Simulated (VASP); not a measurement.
# CsSe2N (R-3m) in VASP: a series of runs

CsSe2N is run at these levels: LDA, revPBE; tasks: single point.

All numbers are computed with VASP 6.6.1; they aren't measurements. Logs are shortened: lines on timing, memory, paths and dates and some standing lists are left out, and cuts for length are marked.

## Step 1: The cell of the first run

Symmetry: R-3m, No. 166, trigonal system. Conventional cell: a = 3.579 Å, b = 3.579 Å, c = 23.745 Å, α = 90.00°, β = 90.00°, γ = 120.00°. Within 3.2 Å of Se (site symmetry 3m) lie 3 N at 2.38 Å and 3 Se at 3.13 Å. Within 3.1 Å of N (site symmetry -3m) lie 6 Se at 2.38 Å. Cs (site symmetry -3m) has 6 Se at 3.47 Å and 6 Cs at 3.58 Å and 6 N at 4.46 Å within 4.6 Å.

## Step 2: Single point, LDA

The input, INCAR:

```
PREC = Accurate ; ENCUT = 520
EDIFF = 1E-7 ; ISMEAR = 0
SIGMA = 0.0362 ; LREAL = F
LASPH = T ; NELM = 60
ALGO = Normal ; ISIF = 2
LWAVE = F ; LCHARG = F
NBANDS = 21
```

The input, KPOINTS:

```
Automatic mesh
0
Gamma
  6 6 6
```

The input, POSCAR:

```
CsSe2N
1.0
    3.5787295175      0.0000002611      0.0000000791
   -1.7893649848      3.0992705449     -0.0000005874
   -0.0000000242     -2.0661790512      7.9151540394
Se N Cs
2 1 1
Direct
    0.2161594885      0.4323189771      0.6484784656
    0.7838405115      0.5676810229      0.3515215344
    0.5000000000      0.0000000000      0.5000000000
    0.0000000000      0.0000000000      0.0000000000
```

Potentials or basis: VASP PAW LDA potentials, release 64 (Se, N, Cs_sv).

The run is started by

```console
cat potpaw_LDA.64/Se/POTCAR potpaw_LDA.64/N/POTCAR potpaw_LDA.64/Cs_sv/POTCAR > POTCAR
mpirun -np 1 vasp_std > vasp.out
```

OUTCAR:

```text
PREC = Accurate
   ENCUT = 520
   EDIFF = 1E-7
   ISMEAR = 0
   LREAL = F
   LASPH = T
   NELM = 60
   ISIF = 2

 ion  position               nearest neighbor table
   1  0.216  0.432  0.648-
   2  0.784  0.568  0.352-
   3  0.500  0.000  0.500-
   4  0.000  0.000  0.000-

  LATTYP: Found a trigonal (rhomboedric) cell.
 ALAT       =     8.1803887034
 COS(alpha) =     0.9043070651

  Lattice vectors:

 A1 = (  -0.0000000242,  -2.0661790512,   7.9151540394)
 A2 = (   1.7893645085,   1.0330917548,   7.9151535311)
 A3 = (  -1.7893650090,   1.0330914937,   7.9151534520)

Analysis of symmetry for initial positions (statically):
=====================================================================
 Subroutine PRICEL returns:
 Original cell was already a primitive cell.

 Routine SETGRP: Setting up the symmetry group for a
 trigonal (rhombohedral) supercell.

 Subroutine GETGRP returns: Found 12 space group operations
 (whereof 12 operations were pure point group operations)
 out of a pool of 12 trial point group operations.

The static configuration has the point symmetry D_3d.

Analysis of symmetry for dynamics (positions and initial velocities):
=====================================================================
 Subroutine PRICEL returns:
 Original cell was already a primitive cell.

 Routine SETGRP: Setting up the symmetry group for a
 trigonal (rhombohedral) supercell.

 Subroutine GETGRP returns: Found 12 space group operations
 (whereof 12 operations were pure point group operations)
 out of a pool of 12 trial point group operations.

The dynamic configuration has the point symmetry D_3d.

 Subroutine INISYM returns: Found 12 space group operations
 (whereof 12 operations are pure point group operations),
 and found     1 'primitive' translations

----------------------------------------------------------------------------------------

                                     Primitive cell

  volume of cell :      87.7905

  direct lattice vectors                    reciprocal lattice vectors
     3.578729517  0.000000261  0.000000079     0.279428761  0.161328305  0.042113289
    -1.789364985  3.099270545 -0.000000587    -0.000000025  0.322656570  0.084226566
    -0.000000024 -2.066179051  7.915154039    -0.000000003  0.000000022  0.126339935

  length of vectors
     3.578729518  3.578729517  8.180388703     0.325393275  0.333468704  0.126339935

  position of ions in fractional coordinates (direct lattice)
     0.216159488  0.432318977  0.648478466
     0.783840512  0.567681023  0.351521534
     0.500000000  0.000000000  0.500000000
     0.000000000  0.000000000  0.000000000

  ion indices of the primitive-cell ions
   primitive index   ion index
                 1           1
                 2           2
                 3           3
                 4           4

----------------------------------------------------------------------------------------

 KPOINTS: Automatic mesh

Automatic generation of k-mesh.
 Grid dimensions read from file:
 generate k-points for:    6    6    6

 Generating k-lattice:

  Cartesian coordinates                     Fractional coordinates (reciprocal lattice)
     0.046571460  0.026888051  0.007018882     0.166666667 -0.000000000 -0.000000000
    -0.000000004  0.053776095  0.014037761     0.000000000  0.166666667 -0.000000000
    -0.000000000  0.000000004  0.021056656     0.000000000  0.000000000  0.166666667

  Length of vectors
     0.054232213  0.055578117  0.021056656

  Shift w.r.t. Gamma in fractional coordinates (k-lattice)
     0.000000000  0.000000000  0.000000000

 Subroutine IBZKPT returns following result:
 ===========================================

 Found     32 irreducible k-points:

 Following reciprocal coordinates:
            Coordinates               Weight
  0.000000  0.000000  0.000000      1.000000
  0.166667 -0.000000  0.000000      6.000000
  0.333333 -0.000000  0.000000      6.000000
  0.500000  0.000000  0.000000      3.000000
  0.000000  0.166667  0.000000      6.000000
  0.166667  0.166667  0.000000     12.000000
[... 16 lines left out ...]
 -0.000000  0.333333  0.166667      6.000000
  0.166667  0.333333  0.166667     12.000000
 [... further k-points ...]
   k-points           NKPTS =     32   k-points in BZ     NKDIM =     32   number of bands    NBANDS=     21
   number of dos      NEDOS =    301   number of ions     NIONS =      4
   total plane-waves  NPLWV =  50176
   dimension x,y,z NGX =    28 NGY =   28 NGZ =   64
   dimension x,y,z NGXF=    56 NGYF=   56 NGZF=  128
   ions per type =               2   1   1
   NGX,Y,Z   is equivalent  to a cutoff of  13.01, 13.01, 13.01 a.u.
   NGXF,Y,Z  is equivalent  to a cutoff of  26.01, 26.01, 26.01 a.u.
 SYSTEM =  unknown system
   PREC   = accura    normal or accurate (medium, high low for compatibility)
   ISTART =      0    job   : 0-new  1-cont  2-samecut
   ICHARG =      2    charge: 1-file 2-atom 10-const
   ISPIN  =      1    spin polarized calculation?
   LNONCOLLINEAR =      F non collinear calculations
   LSORBIT =      F    spin-orbit coupling
   LASPH  =      T    aspherical Exc in radial PAW
   ENCUT  =  520.0 eV  38.22 Ry    6.18 a.u.   6.65  6.65 15.21*2*pi/ulx,y,z
   NELM   =     60;   NELMIN=  2; NELMDL= -5     # of ELM steps
   EDIFF  = 0.1E-06   stopping-criterion for ELM
   LREAL  =      F    real-space projection
   EDIFFG = 0.1E-05   stopping-criterion for IOM
   NSW    =      0    number of steps for IOM
   IBRION =     -1    ionic relax: 0-MD 1-quasi-New 2-CG
   NFREE  =      0    steps in history (QN), initial steepest desc. (CG)
   ISIF   =      2    stress and relaxation
   ISYM   =      2    0-nonsym 1-usesym 2-fastsym
   POTIM  = 0.5000    time-step for ionic-motion
   TEBEG  =    0.0;   TEEND  =   0.0 temperature during run
   PSTRESS=    0.0 pullay stress
   NELECT =      26.0000    total number of electrons
   NUPDOWN=      -1.0000    fix difference up-down
   EMIN   =  10.00;   EMAX   =-10.00  energy-range for DOS
   EFERMI =   0.00;   METHOD = LEGACY
   ISMEAR =     0;   SIGMA  =   0.04  broadening in eV -4-tet -1-fermi 0-gaus
   EFERMI_NEDOS =   21; number of points for ismear=-14 and -15
   IALGO  =     38    algorithm
   IMIX   =      4    mixing-type and parameters
     AMIX     =   0.40;   BMIX     =  1.00
     AMIX_MAG =   1.60;   BMIX_MAG =  1.00
  volume/ion in A,a.u.               =      21.95       148.11
  Fermi-wavevector in a.u.,A,eV,Ry     =   1.091231  2.062128 16.201615  1.190785
  Thomas-Fermi vector in A             =   2.227472
   LORBIT       =      0    0 simple, 1 ext, 2 COOP (PROOUT), +10 PAW based schemes
   GGA     = CA    functional components
   LHFCALC =     F    Hartree Fock is set to
   AEXX    =    0.0000 exact exchange contribution
   IVDW    =     0    specifies the selected vdW correction
   LEPSILON=     F    determine dielectric tensor
   LRPA    =     F    only Hartree local field effects (RPA)
 non-spin polarized calculation
 Gauss-broadening in eV      SIGMA  =   0.04
  energy-cutoff  :      520.00
  volume of cell :       87.79
 maximum number of plane-waves:      2388
 NGX is ok and might be reduce to    28
   NGX = 13   NGY = 13   NGZ = 31

 number of electron      25.9999998 magnetization

 Free energy of the ion-electron system (eV)
  ---------------------------------------------------
  ext. energy  EPLUGINS =         0.00000000
  ---------------------------------------------------
  free energy    TOTEN  =       -15.43251050 eV

  energy without entropy =      -15.43168175  energy(sigma->0) =      -15.43209612

 E-fermi :   4.4997     XC(G=0): -10.1327

 val. band max:        4.4927580016   @ k =   0.3333  -0.0000   0.0000
 cond. band min:       4.7831600457   @ k =   0.0000   0.0000   0.1667
 fundamental gap:      0.2904020441
 Fermi energy:         4.4997331893

 k-point     1 :       0.0000    0.0000    0.0000
  band No.  band energies     occupation
      1     -18.8362      2.00000
      2     -12.0927      2.00000
      3      -8.5079      2.00000
      4      -5.5082      2.00000
      5      -5.0880      2.00000
      6      -3.9573      2.00000
[... 13 lines left out ...]
     20      10.3641      0.00000
     21      11.6583      0.00000

 k-point     2 :       0.1667   -0.0000    0.0000
  band No.  band energies     occupation
      1     -18.6974      2.00000
      2     -11.7814      2.00000
      3      -8.2827      2.00000
      4      -5.9738      2.00000
      5      -5.0165      2.00000
      6      -4.8588      2.00000
[... 13 lines left out ...]
     20      10.2797      0.00000
     21      11.2057      0.00000

 k-point     3 :       0.3333   -0.0000    0.0000
  band No.  band energies     occupation
      1     -18.3965      2.00000
      2     -10.9125      2.00000
      3      -7.9747      2.00000
      4      -7.0383      2.00000
      5      -6.2383      2.00000
      6      -4.9204      2.00000
[... 13 lines left out ...]
     20      10.9402      0.00000
     21      11.4663      0.00000

 k-point     4 :       0.5000    0.0000    0.0000
  band No.  band energies     occupation
      1     -18.2321      2.00000
      2     -10.0766      2.00000
      3      -8.5383      2.00000
      4      -7.5063      2.00000
      5      -6.5342      2.00000
      6      -4.8257      2.00000
[... 13 lines left out ...]
     20      11.3521      0.00000
     21      11.9020      0.00000

 k-point     5 :       0.0000    0.1667    0.0000
  band No.  band energies     occupation
      1     -18.6974      2.00000
      2     -11.7840      2.00000
      3      -8.2551      2.00000
      4      -6.0707      2.00000
      5      -4.9735      2.00000
      6      -4.8191      2.00000
[... 13 lines left out ...]
     20      10.4664      0.00000
     21      11.1091      0.00000
[... 382 lines left out ...]
     20      10.8283      0.00000
     21      11.2969      0.00000

 k-point    22 :       0.5000    0.1667    0.1667
  band No.  band energies     occupation
      1     -18.2342      2.00000
      2     -10.1918      2.00000
      3      -8.1242      2.00000
      4      -7.4141      2.00000
      5      -6.6633      2.00000
      6      -5.2505      2.00000
[... 13 lines left out ...]
     20      10.5969      0.00000
     21      11.5638      0.00000

 k-point    23 :      -0.0000    0.3333    0.1667
  band No.  band energies     occupation
      1     -18.3964      2.00000
      2     -10.9238      2.00000
      3      -7.9433      2.00000
      4      -6.9597      2.00000
      5      -6.3378      2.00000
      6      -4.9295      2.00000
[... 13 lines left out ...]
     20      10.6177      0.00000
     21      11.4535      0.00000

 k-point    24 :       0.1667    0.3333    0.1667
  band No.  band energies     occupation
      1     -18.2341      2.00000
      2     -10.1902      2.00000
      3      -8.1859      2.00000
      4      -7.3620      2.00000
      5      -6.6227      2.00000
      6      -5.2428      2.00000
[... 13 lines left out ...]
     20      10.8031      0.00000
     21      11.0485      0.00000

 [... further k-points ...]
[... 5 lines left out ...]
  --------------------------------------------------------------------------------------
  -------------------------------------------------------------------------------------
  Total        0.1344854      0.1344854      0.1502719      0.0000000      0.0000000     -0.0000000
  in kB        2.4543593      2.4543593      2.7424612      0.0000000      0.0000001     -0.0000000
  external PRESSURE =       2.5503933 kB  Pullay stress =       0.0000000 kB

 VOLUME and BASIS-vectors are now :
 -----------------------------------------------------------------------------
  energy-cutoff  :      520.00
  volume of cell :       87.79
      direct lattice vectors                 reciprocal lattice vectors
     3.578729517  0.000000261  0.000000079     0.279428761  0.161328305  0.042113289
    -1.789364985  3.099270545 -0.000000587    -0.000000025  0.322656570  0.084226566
    -0.000000024 -2.066179051  7.915154039    -0.000000003  0.000000022  0.126339935

 POSITION                                       TOTAL-FORCE (eV/Angst)
 -----------------------------------------------------------------------------------
     -0.00000      0.00000      5.13281         0.000000     -0.000000     -0.012460
      1.78936      1.03309      2.78235        -0.000000      0.000000      0.012460
      1.78936     -1.03309      3.95758         0.000000      0.000000     -0.000000
      0.00000      0.00000      0.00000         0.000000     -0.000000     -0.000000
 -----------------------------------------------------------------------------------
    total drift:                                0.000000      0.000000      0.000000

  FREE ENERGIE OF THE ION-ELECTRON SYSTEM (eV)
  ---------------------------------------------------
  free  energy   TOTEN  =       -15.4325104996 eV

  energy  without entropy=      -15.4316817488  energy(sigma->0) =      -15.43209612
```

Wall time 1.7 min (1 thread of Intel Xeon 8259CL, shared host); peak memory 0.22 GiB.

Results:

```yaml
Free_energy: -15.4325 eV
Pressure: 0.3 GPa
Largest_force: 0.012 eV/Å
Band_gap_on_the_k_mesh: zero (bands 13 and 14 overlap by 0.34 eV)
```

Forces in eV/Å, atoms in the order of the input:
```
Se   0.000  0.000 -0.012
Se   0.000  0.000  0.012
N    0.000  0.000  0.000
Cs   0.000  0.000  0.000
```

Caveat: spin-orbit coupling is left out, which moves the levels of the heavy elements.

## Step 3: Single point, LDA

The input, INCAR:

```
SYSTEM = CsSe2N
PREC     = Accurate       ! precision mode
ENCUT    = 520            ! plane-wave cutoff, eV
EDIFF    = 1E-6           ! SCF threshold, eV
ISMEAR   = 1              ! smearing method
SIGMA    = 0.15           ! smearing width, eV
LREAL    = .FALSE.        ! projectors in reciprocal space
LASPH    = .TRUE.         ! aspherical terms in the spheres
NELM     = 80             ! most SCF steps
ALGO     = Normal         ! electronic algorithm
ISIF     = 2              ! what is computed and relaxed
LWAVE    = .FALSE.        ! write WAVECAR
LCHARG   = .TRUE.         ! write CHGCAR
LELF     = .TRUE.         ! ELF
LVHAR    = .TRUE.       
NBANDS   = 21             ! bands
```

The input, KPOINTS:

```
Automatic mesh
0
G
  6 6 6
  0 0 0
```

The input, POSCAR:

```
CsSe2N
1.0
    3.5800136597      0.0000002612      0.0000000791
   -1.7900070560      3.1003826446     -0.0000005876
   -0.0000000240     -2.0669204520      7.9100419952
Se N Cs
2 1 1
Direct
    0.2161162528      0.4322325056      0.6483487584
    0.7838837472      0.5677674944      0.3516512416
    0.5000000000      0.0000000000      0.5000000000
    0.0000000000      0.0000000000      0.0000000000
```

Potentials or basis: VASP PAW LDA potentials, release 64 (Se, N, Cs_sv).

The run is started by

```console
cat potpaw_LDA.64/Se/POTCAR potpaw_LDA.64/N/POTCAR potpaw_LDA.64/Cs_sv/POTCAR > POTCAR
mpirun -np 1 vasp_std > vasp.out
```

Wall time 1.7 min (1 thread of Intel Xeon 8259CL, shared host); peak memory 0.22 GiB.

Results (log left out):

* Free energy: -15.4308 eV
* Pressure: 0.3 GPa
* Largest force: 0.008 eV/Å
* Band gap on the k mesh: zero (bands 13 and 14 overlap by 0.34 eV)

Forces on the atoms (eV/Å):
```
Se   0.000  0.000 -0.008
Se   0.000  0.000  0.008
N    0.000  0.000  0.000
Cs   0.000  0.000  0.000
```

Levels at points of the mesh, in eV from the Fermi level:
```
           k point  band 9  band 10  band 11  band 12  band 13  band 14  band 15  band 16  band 17  band 18
(0.00, 0.00, 0.00)   -3.41    -2.82    -1.78    -0.51    -0.51     0.51     1.30     1.98     1.98     4.29
(0.50, 0.00, 0.00)   -4.82    -3.81    -2.28    -0.65    -0.11     0.35     0.97     1.18     1.98     4.30
(0.00, 0.50, 0.00)   -4.80    -3.43    -2.80    -1.76    -0.30     0.69     1.33     2.14     2.27     4.55
(0.00, 0.00, 0.50)   -3.42    -2.25    -1.98    -0.45    -0.45    -0.36     1.49     1.79     1.79     4.47
```

Caveat: spin-orbit coupling is left out, which moves the levels of the heavy elements.

(Continued in part 2 of 2.)

The gap in the log of VASP goes by the Fermi energy; the results here count the filled bands.